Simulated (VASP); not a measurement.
## CuO: single point with PBEsol

Crystal: CuO.

```
Cu O
1.0
     2.34465   -1.71340    0.00000
     2.34465    1.71340    0.00000
    -0.86055    0.00000    5.05944
Cu O
2 2
Direct
  0.00320 0.49680 0.00000
  0.49680 0.00320 0.50000
  0.57140 0.40560 0.25370
  0.40560 0.57140 0.75370
```

```
Program                : VASP 6.6.1
Task                   : single point
Functional             : PBEsol
Potentials or basis    : VASP PAW PBE potentials, release 64 (Cu, O)
Cutoff                 : 520 eV
k mesh                 : 16 × 16 × 8
Occupations            : gaussian, width 0.1 eV
Spin                   : no spin polarisation
Dipole correction      : no
Further INCAR settings : ALGO = Normal; EDIFF = 1e-06; NBANDS = 25
```

```yaml
Pressure: -2.0 GPa
Largest_force: 0.756 eV/Å
Band_gap_on_the_k_mesh: zero (bands 17 and 18 overlap by 0.73 eV)
```

Forces in eV/Å, atoms in the order of the input:
```
Cu  -0.616  0.335  0.237
Cu  -0.616 -0.335  0.237
O    0.616  0.370 -0.237
O    0.616 -0.370 -0.237
```

Stress tensor (GPa, compression positive):
```
-2.39  0.00 -1.12
 0.00 -0.12  0.00
-1.12  0.00 -3.53
```

Levels at points of the mesh, in eV from the Fermi level:
```
           k point  band 14  band 15  band 16  band 17  band 18  band 19  band 20  band 21
(0.00, 0.00, 0.00)    -2.20    -2.12    -1.63     0.22     0.92     1.65     5.92     8.10
(0.50, 0.00, 0.00)    -1.58    -1.47    -1.38    -0.04     0.29     4.80     6.21     6.90
(0.50, 0.50, 0.00)    -2.11    -1.68    -1.20    -0.63     1.07     3.27     6.96     8.48
(0.00, 0.00, 0.50)    -2.21    -1.45    -1.45     0.24     0.24     3.87     3.87    11.57
(0.50, 0.00, 0.50)    -2.13    -1.72    -1.58    -0.09     0.74     5.05     6.47     7.98
(0.50, 0.50, 0.50)    -1.64    -1.28    -1.28    -0.43    -0.43     5.13     5.13     8.93
```

Wall time 11 min on 1 thread of Intel Xeon 8259CL, on a shared host, peak memory 0.54 GiB.

Caveat: the PAW data sets were made with another functional, which shifts forces and pressure a little; semilocal functionals often make such compounds metallic where correlation or magnetic order opens a gap, which also shifts bond lengths. With open d or f shells a metallic result of PBEsol can be an artefact of self-interaction; +U or a hybrid may open a gap.
